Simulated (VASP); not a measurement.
# Si (I4/mmm) in VASP: a series of runs

The runs below take Si through single point, with PBE.

Program: VASP 6.6.1. These are calculated values, not measurements. Logs are shortened: lines on timing, memory, paths and dates and some standing lists are left out, and cuts for length are marked.

## Step 1: The cell of the first run

The structure is tetragonal, space group I4/mmm (No. 139). The conventional cell has a = 3.187 Å, b = 3.187 Å, c = 2.587 Å, α = 90.00°, β = 90.00°, γ = 90.00°. Si (site symmetry 4/mmm) has 14 Si at 2.59 to 3.19 Å within 3.4 Å.

## Step 2: Single point, PBE

File INCAR:

```
PREC = Accurate
ENCUT = 500
EDIFF = 1E-6
ISMEAR = 1
SIGMA = 0.2
LREAL = F
LASPH = T
NELM = 120
ALGO = Normal
ISIF = 2
LWAVE = F
LCHARG = T
GGA = PE
LELF = T
LVHAR = T
NBANDS = 8
GGA_COMPAT = F
```

File KPOINTS:

```
regular mesh
0
Gamma
  14 14 14
```

File POSCAR:

```
Si
1.0
   -1.5937033341      1.5937033341      1.2933769269
    1.5937033341     -1.5937033341      1.2933769269
    1.5937033341      1.5937033341     -1.2933769269
Si
1
Direct
    0.0000000000      0.0000000000      0.0000000000
```

Potentials or basis: VASP PAW PBE potentials, release 64 (Si).

Run with:

```sh
cat potpaw_PBE.64/Si/POTCAR > POTCAR
mpirun -np 1 vasp_std > vasp.out
```

OUTCAR:

```text
PREC = Accurate
   ENCUT = 500
   EDIFF = 1E-6
   ISMEAR = 1
   LREAL = F
   LASPH = T
   NELM = 120
   ISIF = 2
   GGA = PE

 ion  position               nearest neighbor table
   1  0.000  0.000  0.000-

  LATTYP: Found a body centered tetragonal cell.
 ALAT       =     3.1874066682
 C/A-ratio  =     0.8115543836

  Lattice vectors:

 A1 = (  -1.5937033341,   1.5937033341,   1.2933769269)
 A2 = (   1.5937033341,  -1.5937033341,   1.2933769269)
 A3 = (   1.5937033341,   1.5937033341,  -1.2933769269)

Analysis of symmetry for initial positions (statically):
=====================================================================
 Subroutine PRICEL returns:
 Original cell was already a primitive cell.

 Routine SETGRP: Setting up the symmetry group for a
 body centered tetragonal supercell.

 Subroutine GETGRP returns: Found 16 space group operations
 (whereof 16 operations were pure point group operations)
 out of a pool of 16 trial point group operations.

The static configuration has the point symmetry D_4h.

Analysis of symmetry for dynamics (positions and initial velocities):
=====================================================================
 Subroutine PRICEL returns:
 Original cell was already a primitive cell.

 Routine SETGRP: Setting up the symmetry group for a
 body centered tetragonal supercell.

 Subroutine GETGRP returns: Found 16 space group operations
 (whereof 16 operations were pure point group operations)
 out of a pool of 16 trial point group operations.

The dynamic configuration has the point symmetry D_4h.

 Subroutine INISYM returns: Found 16 space group operations
 (whereof 16 operations are pure point group operations),
 and found     1 'primitive' translations

----------------------------------------------------------------------------------------

                                     Primitive cell

  volume of cell :      13.1401

  direct lattice vectors                    reciprocal lattice vectors
    -1.593703334  1.593703334  1.293376927     0.000000000  0.313734677  0.386584908
     1.593703334 -1.593703334  1.293376927     0.313734677  0.000000000  0.386584908
     1.593703334  1.593703334 -1.293376927     0.313734677  0.313734677  0.000000000

  length of vectors
     2.598577401  2.598577401  2.598577401     0.497872813  0.497872813  0.443687835

  position of ions in fractional coordinates (direct lattice)
     0.000000000  0.000000000  0.000000000

  ion indices of the primitive-cell ions
   primitive index   ion index
                 1           1

----------------------------------------------------------------------------------------

 KPOINTS: regular mesh

Automatic generation of k-mesh.
 Grid dimensions read from file:
 generate k-points for:   14   14   14

 Generating k-lattice:

  Cartesian coordinates                     Fractional coordinates (reciprocal lattice)
     0.000000000  0.022409620  0.027613208     0.071428571 -0.000000000  0.000000000
     0.022409620  0.000000000  0.027613208    -0.000000000  0.071428571  0.000000000
     0.022409620  0.022409620  0.000000000     0.000000000  0.000000000  0.071428571

  Length of vectors
     0.035562344  0.035562344  0.031691988

  Shift w.r.t. Gamma in fractional coordinates (k-lattice)
     0.000000000  0.000000000  0.000000000

 Subroutine IBZKPT returns following result:
 ===========================================

 Found    244 irreducible k-points:

 Following reciprocal coordinates:
            Coordinates               Weight
  0.000000  0.000000  0.000000      1.000000
  0.071429  0.000000  0.000000      8.000000
  0.142857 -0.000000  0.000000      8.000000
  0.214286  0.000000 -0.000000      8.000000
  0.285714  0.000000  0.000000      8.000000
  0.357143  0.000000  0.000000      8.000000
[... 16 lines left out ...]
  0.214286  0.142857  0.000000     16.000000
  0.285714  0.142857  0.000000     16.000000
 [... further k-points ...]
   k-points           NKPTS =    244   k-points in BZ     NKDIM =    244   number of bands    NBANDS=      8
   number of dos      NEDOS =    301   number of ions     NIONS =      1
   total plane-waves  NPLWV =   8000
   dimension x,y,z NGX =    20 NGY =   20 NGZ =   20
   dimension x,y,z NGXF=    40 NGYF=   40 NGZF=   40
   ions per type =               1
   NGX,Y,Z   is equivalent  to a cutoff of  12.80, 12.80, 12.80 a.u.
   NGXF,Y,Z  is equivalent  to a cutoff of  25.59, 25.59, 25.59 a.u.
 SYSTEM =  unknown system
   PREC   = accura    normal or accurate (medium, high low for compatibility)
   ISTART =      0    job   : 0-new  1-cont  2-samecut
   ICHARG =      2    charge: 1-file 2-atom 10-const
   ISPIN  =      1    spin polarized calculation?
   LNONCOLLINEAR =      F non collinear calculations
   LSORBIT =      F    spin-orbit coupling
   LASPH  =      T    aspherical Exc in radial PAW
   ENCUT  =  500.0 eV  36.75 Ry    6.06 a.u.   4.74  4.74  4.74*2*pi/ulx,y,z
   NELM   =    120;   NELMIN=  2; NELMDL= -5     # of ELM steps
   EDIFF  = 0.1E-05   stopping-criterion for ELM
   LREAL  =      F    real-space projection
   EDIFFG = 0.1E-04   stopping-criterion for IOM
   NSW    =      0    number of steps for IOM
   IBRION =     -1    ionic relax: 0-MD 1-quasi-New 2-CG
   NFREE  =      0    steps in history (QN), initial steepest desc. (CG)
   ISIF   =      2    stress and relaxation
   ISYM   =      2    0-nonsym 1-usesym 2-fastsym
   POTIM  = 0.5000    time-step for ionic-motion
   TEBEG  =    0.0;   TEEND  =   0.0 temperature during run
   PSTRESS=    0.0 pullay stress
   NELECT =       4.0000    total number of electrons
   NUPDOWN=      -1.0000    fix difference up-down
   EMIN   =  10.00;   EMAX   =-10.00  energy-range for DOS
   EFERMI =   0.00;   METHOD = LEGACY
   ISMEAR =     1;   SIGMA  =   0.20  broadening in eV -4-tet -1-fermi 0-gaus
   EFERMI_NEDOS =   21; number of points for ismear=-14 and -15
   IALGO  =     38    algorithm
   IMIX   =      4    mixing-type and parameters
     AMIX     =   0.40;   BMIX     =  1.00
     AMIX_MAG =   1.60;   BMIX_MAG =  1.00
  volume/ion in A,a.u.               =      13.14        88.67
  Fermi-wavevector in a.u.,A,eV,Ry     =   1.101273  2.081103 16.501162  1.212801
  Thomas-Fermi vector in A             =   2.237697
   LORBIT       =      0    0 simple, 1 ext, 2 COOP (PROOUT), +10 PAW based schemes
   GGA     = PE    functional components
   LHFCALC =     F    Hartree Fock is set to
   AEXX    =    0.0000 exact exchange contribution
   IVDW    =     0    specifies the selected vdW correction
   LEPSILON=     F    determine dielectric tensor
   LRPA    =     F    only Hartree local field effects (RPA)
 non-spin polarized calculation
 Methfessel and Paxton  Order N= 1 SIGMA  =   0.20
  energy-cutoff  :      500.00
  volume of cell :       13.14
 maximum number of plane-waves:       344
   NGX =  9   NGY =  9   NGZ =  9

 number of electron       4.0000000 magnetization

 Free energy of the ion-electron system (eV)
  ---------------------------------------------------
  ext. energy  EPLUGINS =         0.00000000
  ---------------------------------------------------
  free energy    TOTEN  =        -4.89717889 eV

  energy without entropy =       -4.89668642  energy(sigma->0) =       -4.89701474

 E-fermi :  11.4948     XC(G=0): -11.5778

 val. band max:       11.4905998260   @ k =  -0.2857  -0.3571   0.2857
 cond. band min:      11.5018557669   @ k =   0.2143   0.2143   0.1429
 fundamental gap:      0.0112559409
 Fermi energy:        11.4948331617

 k-point     1 :       0.0000    0.0000    0.0000
  band No.  band energies     occupation
      1      -3.9035      2.00000
      2      21.1498      0.00000
      3      22.2673      0.00000
      4      22.2673      0.00000
      5      24.7549      0.00000
      6      26.4164      0.00000
      7      27.0998      0.00000
      8      27.0998      0.00000

 k-point     2 :       0.0714    0.0000    0.0000
  band No.  band energies     occupation
      1      -3.7196      2.00000
      2      20.0115      0.00000
      3      21.6917      0.00000
      4      23.4887      0.00000
      5      23.6870      0.00000
      6      26.2646      0.00000
      7      26.3255      0.00000
      8      27.2263      0.00000

 k-point     3 :       0.1429   -0.0000    0.0000
  band No.  band energies     occupation
      1      -3.1689      2.00000
      2      18.7313      0.00000
      3      20.5871      0.00000
      4      20.6991      0.00000
      5      23.3804      0.00000
      6      25.8055      0.00000
      7      26.7000      0.00000
      8      28.4294      0.00000

 k-point     4 :       0.2143    0.0000   -0.0000
  band No.  band energies     occupation
      1      -2.2546      2.00000
      2      17.0988      0.00000
      3      17.7361      0.00000
      4      19.8055      0.00000
      5      21.7453      0.00000
      6      24.5206      0.00000
      7      29.0638      0.00000
      8      29.4192      0.00000

 k-point     5 :       0.2857    0.0000    0.0000
  band No.  band energies     occupation
      1      -0.9819      2.00000
      2      13.6858     -0.00000
      3      17.0510      0.00000
      4      19.1301      0.00000
      5      20.1981      0.00000
      6      23.2255      0.00000
      7      29.5256      0.00000
      8      31.8768      0.00000
[... 177 lines left out ...]
 k-point    22 :       0.1429    0.1429    0.0000
  band No.  band energies     occupation
      1      -1.5568      2.00000
      2      16.3424      0.00000
      3      17.2008      0.00000
      4      17.4673      0.00000
      5      23.1781      0.00000
      6      24.5019      0.00000
      7      26.6355      0.00000
      8      27.3345      0.00000

 k-point    23 :       0.2143    0.1429    0.0000
  band No.  band energies     occupation
      1      -0.2138      2.00000
      2      13.3469     -0.00000
      3      15.3153     -0.00000
      4      16.9064      0.00000
      5      22.6249      0.00000
      6      24.3958      0.00000
      7      26.6089      0.00000
      8      29.2033      0.00000

 k-point    24 :       0.2857    0.1429    0.0000
  band No.  band energies     occupation
      1       1.4769      2.00000
      2      10.2678      2.00000
      3      14.0280     -0.00000
      4      16.6406      0.00000
      5      21.8441      0.00000
      6      24.1851      0.00000
      7      27.0266      0.00000
      8      32.0880      0.00000

 [... further k-points ...]

------------------------ aborting loop because EDIFF is reached ----------------------------------------

  FORCE on cell =-STRESS in cart. coord.  units (eV):
  Direction    XX          YY          ZZ          XY          YZ          ZX
  --------------------------------------------------------------------------------------
  -------------------------------------------------------------------------------------
  Total        0.8612535      0.8612535      0.9252357      0.0000000      0.0000000      0.0000000
  in kB      105.0126276    105.0126276    112.8139770      0.0000000      0.0000000      0.0000000
  external PRESSURE =     107.6130774 kB  Pullay stress =       0.0000000 kB

 VOLUME and BASIS-vectors are now :
 -----------------------------------------------------------------------------
  energy-cutoff  :      500.00
  volume of cell :       13.14
      direct lattice vectors                 reciprocal lattice vectors
    -1.593703334  1.593703334  1.293376927     0.000000000  0.313734677  0.386584908
     1.593703334 -1.593703334  1.293376927     0.313734677  0.000000000  0.386584908
     1.593703334  1.593703334 -1.293376927     0.313734677  0.313734677  0.000000000

 POSITION                                       TOTAL-FORCE (eV/Angst)
 -----------------------------------------------------------------------------------
      0.00000      0.00000      0.00000         0.000000      0.000000     -0.000000
 -----------------------------------------------------------------------------------
    total drift:                                0.000000      0.000000      0.000000

  FREE ENERGIE OF THE ION-ELECTRON SYSTEM (eV)
  ---------------------------------------------------
  free  energy   TOTEN  =        -4.8971788917 eV

  energy  without entropy=       -4.8966864245  energy(sigma->0) =       -4.89701474
```

It took 26 s on 1 thread of Intel Xeon 8259CL, shared host; peak memory 0.13 GiB.

What came out:

| Quantity | Value |
| --- | --- |
| Free energy | -4.8972 eV |
| Pressure | 10.8 GPa |
| Band gap on the k mesh | zero (band 2 reaches 21.59 eV, above the bottom of band 3 at 7.92 eV) |

## Step 3: Single point, PBE

This run uses another cell than the first one, of 13.56 Å³/atom, 1.032 times its volume.

File INCAR:

```
ALGO     = Normal         # electronic algorithm
EDIFF    = 1E-6           # SCF threshold, eV
ENCUT    = 500            # plane-wave cutoff, eV
GGA      = PE             # functional
GGA_COMPAT= False        
ISIF     = 2              # what is computed and relaxed
ISMEAR   = 1              # smearing method
LASPH    = True           # aspherical terms in the spheres
LCHARG   = True           # write CHGCAR
LELF     = True           # ELF
LREAL    = False          # projectors in reciprocal space
LVHAR    = True         
LWAVE    = False          # write WAVECAR
NBANDS   = 8              # bands
NELM     = 120            # most SCF steps
PREC     = Accurate       # precision mode
SIGMA    = 0.2            # smearing width, eV
```

File KPOINTS:

```
k-points
0
Gamma
  14 14 14
```

File POSCAR:

```
Si
1.0
   -1.6104803915      1.6104803915      1.3069924214
    1.6104803915     -1.6104803915      1.3069924214
    1.6104803915      1.6104803915     -1.3069924214
Si
1
Direct
    0.0000000000      0.0000000000      0.0000000000
```

Potentials or basis: VASP PAW PBE potentials, release 64 (Si).

Run with:

```sh
cat potpaw_PBE.64/Si/POTCAR > POTCAR
mpirun -np 1 vasp_std > vasp.out
```

It took 28 s on 1 thread of Intel Xeon 8259CL, shared host; peak memory 0.13 GiB.

It converged, with:

* Free energy: -4.9199 eV
* Pressure: 6.7 GPa
* Band gap on the k mesh: zero (band 2 reaches 21.07 eV, above the bottom of band 3 at 7.62 eV)

Stress tensor (GPa, compression positive):
```
6.72 0.00 0.00
0.00 6.72 0.00
0.00 0.00 6.55
```

Levels at points of the mesh, in eV from the Fermi level:
```csv
k point,band 1,band 2,band 3,band 4,band 5,band 6
"(0.00, 0.00, 0.00)",-15.09,9.58,10.43,10.43,13.10,14.39
"(0.50, 0.00, 0.00)",-6.70,-6.19,4.92,6.23,6.72,9.50
"(0.50, 0.50, 0.00)",-8.71,-7.68,9.32,11.54,11.94,12.09
"(0.50, 0.50, 0.50)",-2.52,-2.52,-1.41,0.97,4.25,6.68
```
